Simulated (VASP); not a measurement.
A run of VASP 6.6.1 is set up as follows.

The input INCAR:

```
ALGO = Normal
EDIFF = 1E-6
ENCUT = 520
GGA = PE
ISIF = 2
ISMEAR = 0
LASPH = T
LCHARG = F
LREAL = F
LWAVE = F
NBANDS = 16
NELM = 80
PREC = Accurate
SIGMA = 0.01
```

Contents of KPOINTS:

```
k-points
0
Gamma
  4 4 4
```

Contents of POSCAR:

```
CdS
1.0
    0.0000000000      2.9392148416      2.9392148416
    2.9392148416      0.0000000000      2.9392148416
    2.9392148416      2.9392148416      0.0000000000
Cd S
1 1
Direct
    0.0000000000      0.0000000000      0.0000000000
    0.2500000000      0.2500000000      0.2500000000
```

Potentials or basis: VASP PAW PBE potentials, release 64 (Cd, S).

Command:

```sh
$ cat potpaw_PBE.64/Cd/POTCAR potpaw_PBE.64/S/POTCAR > POTCAR
$ mpirun -np 1 vasp_std > vasp.out
```

Task: Estimate the band gap on the k mesh.

Result: 1.09 eV, direct.

Task: Predict the pressure.

Result: 1.9 GPa.

Caveat: the k points lie up to 0.46 Å⁻¹ apart. A hybrid or GW would open this gap; PBE tends to underestimate it.
